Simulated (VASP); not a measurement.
Here is a VASP 6.6.1 calculation.

File INCAR:

```
ALGO = Normal
EDIFF = 1E-7
ENCUT = 520
GGA = PS
ISIF = 2
ISMEAR = -1
LASPH = True
LCHARG = False
LREAL = False
LWAVE = False
NBANDS = 46
NELM = 60
PREC = Accurate
SIGMA = 0.03
```

The input KPOINTS:

```
k-points
0
Gamma
  6 6 6
```

Contents of POSCAR:

```
LuPbBr5
1.0
   -2.6541653766      4.4582601695      5.5972515265
    2.6541653766     -4.4582601695      5.5972515265
    2.6541653766      4.4582601695     -5.5972515265
Lu Pb Br
1 1 5
Direct
    0.5000000000      0.5000000000      0.0000000000
    0.0000000000      0.0000000000      0.0000000000
    0.8074962170      0.5000000000      0.3074962170
    0.1925037830      0.5000000000      0.6925037830
    0.2595758962      0.2595758962      0.0000000000
    0.7404241038      0.7404241038      0.0000000000
    0.5000000000      0.0000000000      0.5000000000
```

Potentials or basis: VASP PAW PBE potentials, release 64 (Lu, Pb_d, Br).

Run with:

```bash
$ cat potpaw_PBE.64/Lu/POTCAR potpaw_PBE.64/Pb_d/POTCAR potpaw_PBE.64/Br/POTCAR > POTCAR
$ mpirun -np 1 vasp_std > vasp.out
```

Problem. Estimate the band gap on the k mesh.

Solution. 2.39 eV (least direct gap 2.60 eV).

Problem. Predict the pressure.

Solution. 0.1 GPa.

Problem. What does it give for the largest force?

Solution. 0.020 eV/Å.

Forces in eV/Å, atoms in the order of the input:
```
Lu   0.000  0.000  0.000
Pb   0.000  0.000  0.000
Br   0.000  0.019  0.000
Br   0.000 -0.019  0.000
Br   0.000  0.000 -0.020
Br   0.000  0.000  0.020
Br   0.000  0.000  0.000
```

Caveat: the PAW data sets were made with another functional, which shifts forces and pressure a little; spin-orbit coupling is left out, which moves the levels of the heavy elements. A k mesh can miss the band edges.
